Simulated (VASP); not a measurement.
# WS2 (P1) in VASP: single point with PBEsol

Aim: the single point of WS2 with PBEsol.

All numbers are computed with VASP 6.6.1; they aren't measurements. Logs are shortened: lines on timing, memory, paths and dates and some standing lists are left out, and cuts for length are marked.

**1. The cell of the first run**

The typed cell holds 3 atoms: a = 6.427 Å, b = 6.427 Å, c = 6.427 Å, α = 28.44°, β = 28.44°, γ = 28.44°.

**2. Single point, PBEsol (one atom moved)**

The input, INCAR:

```
SYSTEM = WS2
  PREC = Accurate
  ENCUT = 520
  EDIFF = 1E-7
  ISMEAR = 0
  SIGMA = 0.02
  LREAL = .False.
  LASPH = .True.
  NELM = 80
  ALGO = Normal
  ISIF = 2
  LWAVE = .False.
  LCHARG = .True.
  GGA = PS
  LELF = .True.
  LVHAR = .True.
  NBANDS = 20
```

The input, KPOINTS:

```
regular mesh
0
Gamma
  12 12 12
  0 0 0
```

The input, POSCAR:

```
WS2
1.0
    1.5790003843      0.9116362969      6.1633300000
   -1.5790003843      0.9116362969      6.1633300000
    0.0000000000     -1.8232725938      6.1633300000
W S
1 2
Direct
    0.0000000000      0.0000000000      0.0000000000
    0.7503000000      0.7503000000      0.7503000000
    0.5734039817      0.5328846755      0.6827903293
```

Potentials or basis: VASP PAW PBE potentials, release 64 (W_sv, S).

Command:

```bash
cat potpaw_PBE.64/W_sv/POTCAR potpaw_PBE.64/S/POTCAR > POTCAR
mpirun -np 1 vasp_std > vasp.out
```

OUTCAR:

```text
SYSTEM = WS2
   PREC = Accurate
   ENCUT = 520
   EDIFF = 1E-7
   ISMEAR = 0
   LREAL = .False.
   LASPH = .True.
   NELM = 80
   ISIF = 2
   GGA = PS

 ion  position               nearest neighbor table
   1  0.000  0.000  0.000-   3 2.11   3 2.20   2 2.39   2 2.39   2 2.39   3 2.44
   2  0.750  0.750  0.750-   1 2.39   1 2.39   1 2.39
   3  0.573  0.533  0.683-   1 2.11   1 2.20   1 2.44

  LATTYP: Found a trigonal (rhomboedric) cell.
 ALAT       =     6.4273602389
 COS(alpha) =     0.8792939096

  Lattice vectors:

 A1 = (   1.5790003843,   0.9116362969,   6.1633300000)
 A2 = (  -1.5790003843,   0.9116362969,   6.1633300000)
 A3 = (   0.0000000000,  -1.8232725938,   6.1633300000)

Analysis of symmetry for initial positions (statically):
=====================================================================
 Subroutine PRICEL returns:
 Original cell was already a primitive cell.

 Routine SETGRP: Setting up the symmetry group for a
 trigonal (rhombohedral) supercell.

 Subroutine GETGRP returns: Found  1 space group operations
 (whereof  1 operations were pure point group operations)
 out of a pool of 12 trial point group operations.

The static configuration has the point symmetry C_1 .

Analysis of symmetry for dynamics (positions and initial velocities):
=====================================================================
 Subroutine PRICEL returns:
 Original cell was already a primitive cell.

 Routine SETGRP: Setting up the symmetry group for a
 trigonal (rhombohedral) supercell.

 Subroutine GETGRP returns: Found  1 space group operations
 (whereof  1 operations were pure point group operations)
 out of a pool of 12 trial point group operations.

The dynamic configuration has the point symmetry C_1 .

 Subroutine INISYM returns: Found  1 space group operations
 (whereof  1 operations are pure point group operations),
 and found     1 'primitive' translations

----------------------------------------------------------------------------------------

                                     Primitive cell

  volume of cell :      53.2317

  direct lattice vectors                    reciprocal lattice vectors
     1.579000384  0.911636297  6.163330000     0.316656034  0.182821447  0.054083318
    -1.579000384  0.911636297  6.163330000    -0.316656034  0.182821447  0.054083318
     0.000000000 -1.823272594  6.163330000     0.000000000 -0.365642893  0.054083318

  length of vectors
     6.427360239  6.427360239  6.427360239     0.369621064  0.369621064  0.369621064

  position of ions in fractional coordinates (direct lattice)
     0.000000000  0.000000000  0.000000000
     0.750300000  0.750300000  0.750300000
     0.573403982  0.532884676  0.682790329

  ion indices of the primitive-cell ions
   primitive index   ion index
                 1           1
                 2           2
                 3           3

----------------------------------------------------------------------------------------

 KPOINTS: regular mesh

Automatic generation of k-mesh.
 Grid dimensions read from file:
 generate k-points for:   12   12   12

 Generating k-lattice:

  Cartesian coordinates                     Fractional coordinates (reciprocal lattice)
     0.026388003  0.015235121  0.004506943     0.083333333  0.000000000  0.000000000
    -0.026388003  0.015235121  0.004506943     0.000000000  0.083333333  0.000000000
     0.000000000 -0.030470241  0.004506943     0.000000000  0.000000000  0.083333333

  Length of vectors
     0.030801755  0.030801755  0.030801755

  Shift w.r.t. Gamma in fractional coordinates (k-lattice)
     0.000000000  0.000000000  0.000000000

 Subroutine IBZKPT returns following result:
 ===========================================

 Found    868 irreducible k-points:

 Following reciprocal coordinates:
            Coordinates               Weight
  0.000000  0.000000  0.000000      1.000000
  0.083333  0.000000  0.000000      2.000000
  0.000000  0.083333  0.000000      2.000000
  0.000000  0.000000  0.083333      2.000000
  0.166667  0.000000  0.000000      2.000000
  0.000000  0.166667  0.000000      2.000000
[... 16 lines left out ...]
  0.166667  0.083333  0.000000      2.000000
 -0.166667 -0.000000 -0.083333      2.000000
 [... further k-points ...]
   k-points           NKPTS =    868   k-points in BZ     NKDIM =    868   number of bands    NBANDS=     20
   number of dos      NEDOS =    301   number of ions     NIONS =      3
   total plane-waves  NPLWV = 110592
   dimension x,y,z NGX =    48 NGY =   48 NGZ =   48
   dimension x,y,z NGXF=    96 NGYF=   96 NGZF=   96
   ions per type =               1   2
   NGX,Y,Z   is equivalent  to a cutoff of  12.42, 12.42, 12.42 a.u.
   NGXF,Y,Z  is equivalent  to a cutoff of  24.83, 24.83, 24.83 a.u.
 SYSTEM =  WS2
   PREC   = accura    normal or accurate (medium, high low for compatibility)
   ISTART =      0    job   : 0-new  1-cont  2-samecut
   ICHARG =      2    charge: 1-file 2-atom 10-const
   ISPIN  =      1    spin polarized calculation?
   LNONCOLLINEAR =      F non collinear calculations
   LSORBIT =      F    spin-orbit coupling
   LASPH  =      T    aspherical Exc in radial PAW
   ENCUT  =  520.0 eV  38.22 Ry    6.18 a.u.  11.95 11.95 11.95*2*pi/ulx,y,z
   NELM   =     80;   NELMIN=  2; NELMDL= -5     # of ELM steps
   EDIFF  = 0.1E-06   stopping-criterion for ELM
   LREAL  =      F    real-space projection
   EDIFFG = 0.1E-05   stopping-criterion for IOM
   NSW    =      0    number of steps for IOM
   IBRION =     -1    ionic relax: 0-MD 1-quasi-New 2-CG
   NFREE  =      0    steps in history (QN), initial steepest desc. (CG)
   ISIF   =      2    stress and relaxation
   ISYM   =      2    0-nonsym 1-usesym 2-fastsym
   POTIM  = 0.5000    time-step for ionic-motion
   TEBEG  =    0.0;   TEEND  =   0.0 temperature during run
   PSTRESS=    0.0 pullay stress
   NELECT =      26.0000    total number of electrons
   NUPDOWN=      -1.0000    fix difference up-down
   EMIN   =  10.00;   EMAX   =-10.00  energy-range for DOS
   EFERMI =   0.00;   METHOD = LEGACY
   ISMEAR =     0;   SIGMA  =   0.02  broadening in eV -4-tet -1-fermi 0-gaus
   EFERMI_NEDOS =   21; number of points for ismear=-14 and -15
   IALGO  =     38    algorithm
   IMIX   =      4    mixing-type and parameters
     AMIX     =   0.40;   BMIX     =  1.00
     AMIX_MAG =   1.60;   BMIX_MAG =  1.00
  volume/ion in A,a.u.               =      17.74       119.74
  Fermi-wavevector in a.u.,A,eV,Ry     =   1.289266  2.436359 22.615688  1.662206
  Thomas-Fermi vector in A             =   2.421169
   LORBIT       =      0    0 simple, 1 ext, 2 COOP (PROOUT), +10 PAW based schemes
   GGA     = PS    functional components
   LHFCALC =     F    Hartree Fock is set to
   AEXX    =    0.0000 exact exchange contribution
   IVDW    =     0    specifies the selected vdW correction
   LEPSILON=     F    determine dielectric tensor
   LRPA    =     F    only Hartree local field effects (RPA)
 non-spin polarized calculation
 Gauss-broadening in eV      SIGMA  =   0.02
  energy-cutoff  :      520.00
  volume of cell :       53.23
 maximum number of plane-waves:      1450
   NGX = 23   NGY = 23   NGZ = 23

 number of electron      26.0000000 magnetization

 Free energy of the ion-electron system (eV)
  ---------------------------------------------------
  ext. energy  EPLUGINS =         0.00000000
  ---------------------------------------------------
  free energy    TOTEN  =       -23.97634424 eV

  energy without entropy =      -23.97626330  energy(sigma->0) =      -23.97630377

 E-fermi :   7.8878     XC(G=0): -10.9153

 val. band max:        7.8621601675   @ k =   0.3333   0.3333   0.3333
 cond. band min:       7.8986171488   @ k =   0.2500  -0.0833  -0.4167
 fundamental gap:      0.0364569813
 Fermi energy:         7.8878342339

 k-point     1 :       0.0000    0.0000    0.0000
  band No.  band energies     occupation
      1     -67.1032      2.00000
      2     -31.5001      2.00000
      3     -31.3951      2.00000
      4     -31.2725      2.00000
      5      -8.8950      2.00000
      6      -6.3030      2.00000
[... 12 lines left out ...]
     19      14.9516      0.00000
     20      15.4691      0.00000

 k-point     2 :       0.0833    0.0000    0.0000
  band No.  band energies     occupation
      1     -67.1018      2.00000
      2     -31.4988      2.00000
      3     -31.4142      2.00000
      4     -31.2848      2.00000
      5      -8.7638      2.00000
      6      -6.2848      2.00000
[... 12 lines left out ...]
     19      15.1990      0.00000
     20      15.9392      0.00000

 k-point     3 :       0.0000    0.0833    0.0000
  band No.  band energies     occupation
      1     -67.1018      2.00000
      2     -31.5012      2.00000
      3     -31.4155      2.00000
      4     -31.2815      2.00000
      5      -8.7613      2.00000
      6      -6.2888      2.00000
[... 12 lines left out ...]
     19      15.2183      0.00000
     20      16.0102      0.00000

 k-point     4 :       0.0000    0.0000    0.0833
  band No.  band energies     occupation
      1     -67.1019      2.00000
      2     -31.4974      2.00000
      3     -31.4000      2.00000
      4     -31.2988      2.00000
      5      -8.7756      2.00000
      6      -6.2708      2.00000
[... 12 lines left out ...]
     19      14.9694      0.00000
     20      15.9109      0.00000

 k-point     5 :       0.1667    0.0000    0.0000
  band No.  band energies     occupation
      1     -67.0980      2.00000
      2     -31.5170      2.00000
      3     -31.4503      2.00000
      4     -31.3121      2.00000
      5      -8.3926      2.00000
      6      -6.2333      2.00000
[... 12 lines left out ...]
     19      15.4945      0.00000
     20      16.3755      0.00000
[... 353 lines left out ...]
      6      -6.2946      2.00000
[... 12 lines left out ...]
     19      15.2420      0.00000
     20      16.0145      0.00000

 k-point    22 :       0.0000    0.0833    0.0833
  band No.  band energies     occupation
      1     -67.1018      2.00000
      2     -31.4988      2.00000
      3     -31.4142      2.00000
      4     -31.2848      2.00000
      5      -8.7617      2.00000
      6      -6.2902      2.00000
[... 12 lines left out ...]
     19      15.2148      0.00000
     20      15.9452      0.00000

 k-point    23 :       0.1667    0.0833    0.0000
  band No.  band energies     occupation
      1     -67.0993      2.00000
      2     -31.4936      2.00000
      3     -31.4245      2.00000
      4     -31.3322      2.00000
      5      -8.5329      2.00000
      6      -6.2298      2.00000
[... 12 lines left out ...]
     19      15.2834      0.00000
     20      16.3927      0.00000

 k-point    24 :      -0.1667   -0.0000   -0.0833
  band No.  band energies     occupation
      1     -67.0992      2.00000
      2     -31.5188      2.00000
      3     -31.4456      2.00000
      4     -31.2912      2.00000
      5      -8.4931      2.00000
      6      -6.2806      2.00000
[... 12 lines left out ...]
     19      15.6488      0.00000
     20      16.6124      0.00000

 [... further k-points ...]

------------------------ aborting loop because EDIFF is reached ----------------------------------------

  FORCE on cell =-STRESS in cart. coord.  units (eV):
  Direction    XX          YY          ZZ          XY          YZ          ZX
  --------------------------------------------------------------------------------------
  -------------------------------------------------------------------------------------
  Total        8.6974431      2.2035698     11.1604867     -0.8406527     -4.4411571      2.3854152
  in kB      261.7771052     66.3234146    335.9102069    -25.3021073   -133.6706939     71.7966274
  external PRESSURE =     221.3369089 kB  Pullay stress =       0.0000000 kB

 VOLUME and BASIS-vectors are now :
 -----------------------------------------------------------------------------
  energy-cutoff  :      520.00
  volume of cell :       53.23
      direct lattice vectors                 reciprocal lattice vectors
     1.579000384  0.911636297  6.163330000     0.316656034  0.182821447  0.054083318
    -1.579000384  0.911636297  6.163330000    -0.316656034  0.182821447  0.054083318
     0.000000000 -1.823272594  6.163330000     0.000000000 -0.365642893  0.054083318

 POSITION                                       TOTAL-FORCE (eV/Angst)
 -----------------------------------------------------------------------------------
      0.00000      0.00000      0.00000         1.739774     -3.814396      6.222801
      0.00000      0.00000     13.87304         0.053341      0.156861      1.104085
      0.06398     -0.23638     11.02668        -1.793115      3.657535     -7.326886
 -----------------------------------------------------------------------------------
    total drift:                               -0.000001     -0.000004     -0.000064

  FREE ENERGIE OF THE ION-ELECTRON SYSTEM (eV)
  ---------------------------------------------------
  free  energy   TOTEN  =       -23.9763442381 eV

  energy  without entropy=      -23.9762632976  energy(sigma->0) =      -23.97630377
```

Wall time 41 min (1 thread of Intel Xeon Platinum 8259CL at 2.50GHz (Skylake/Cascade Lake), shared host); peak memory 0.97 GiB.

What came out:

```yaml
Free_energy: -23.9763 eV
Pressure: 22.1 GPa
Largest_force: 8.383 eV/Å
Band_gap_on_the_k_mesh: zero (band 13 reaches 7.99 eV, above the bottom of band 14 at 7.90 eV)
```

Forces on the atoms (eV/Å):
```
W    1.740 -3.814  6.223
S    0.053  0.157  1.104
S   -1.793  3.658 -7.327
```

Caveat: the cell differs from its parent crystal (one atom moved); the PAW data sets were made with another functional, which shifts forces and pressure a little; spin-orbit coupling is left out, which moves the levels of the heavy elements.
